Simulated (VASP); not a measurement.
Set up this calculation in VASP 6.6.1, as the native input.

```
Task                   : single point
Functional             : PBEsol
Potentials or basis    : VASP PAW PBE potentials, release 64 (Fe, O)
Cutoff                 : 520 eV
k mesh                 : 8 × 8 × 5
Occupations            : fermi-dirac, width 0.05 eV
Spin                   : collinear spin, ferromagnetic start
Starting moments       : [3.0, 3.0, 0.0, 0.0] μB
Dipole correction      : no
Further INCAR settings : ALGO = Normal; EDIFF = 1e-06; NBANDS = 26
```

The structure of FeO lies in POSCAR:

```
FeO
1.0
    3.0458920022      0.0000000000      0.0000000000
    0.0000000000      3.0458920022      0.0000000000
    0.0000000000      0.0000000000      5.4642115070
Fe O
2 2
Direct
    0.4945490000      0.0058170000      0.4987940000
   -0.0036020000      0.4892050000      0.0041160000
    0.4831590000      0.5007770000      0.2568310000
    0.5100890000      0.5110770000      0.7449730000
```

These files were run (other wordings do the same):

INCAR

```
SYSTEM = FeO
  PREC = Accurate
  ENCUT = 520
  EDIFF = 1E-6
  ISMEAR = -1
  SIGMA = 0.05
  LREAL = .FALSE.
  LASPH = .TRUE.
  NELM = 150
  ALGO = Normal
  ISIF = 2
  LWAVE = .FALSE.
  LCHARG = .FALSE.
  ISPIN = 2
  MAGMOM = 3 3 0 0
  LORBIT = 11
  LMAXMIX = 4
  GGA = PS
  NBANDS = 26
```

KPOINTS

```
Automatic mesh
0
G
  8 8 5
  0 0 0
```

Potentials or basis: VASP PAW PBE potentials, release 64 (Fe, O).

Command:

```sh
$ cat potpaw_PBE.64/Fe/POTCAR potpaw_PBE.64/O/POTCAR > POTCAR
$ mpirun -np 1 vasp_std > vasp.out
```

It gave:

```
Pressure                                              : -16.3 GPa
Largest force                                         : 0.241 eV/Å
Net moment                                            : 7.28 μB per cell
Site moments                                          : Fe +3.32, +3.44; O +0.19, +0.18 μB
Valence electrons inside the program's atomic spheres : Fe 6.75, 6.69; O 4.95, 4.94
```

Caveat: the stress differs along the axes, from -19 to -14 GPa; the PAW data sets were made with another functional, which shifts forces and pressure a little; the run started ferromagnetic, and an antiferromagnetic order may lie lower in energy.

It took 3.1 min on 1 thread of Intel(R) Xeon(R) 6975P-C (Granite Rapids), on a shared host, peak memory 0.4 GiB.
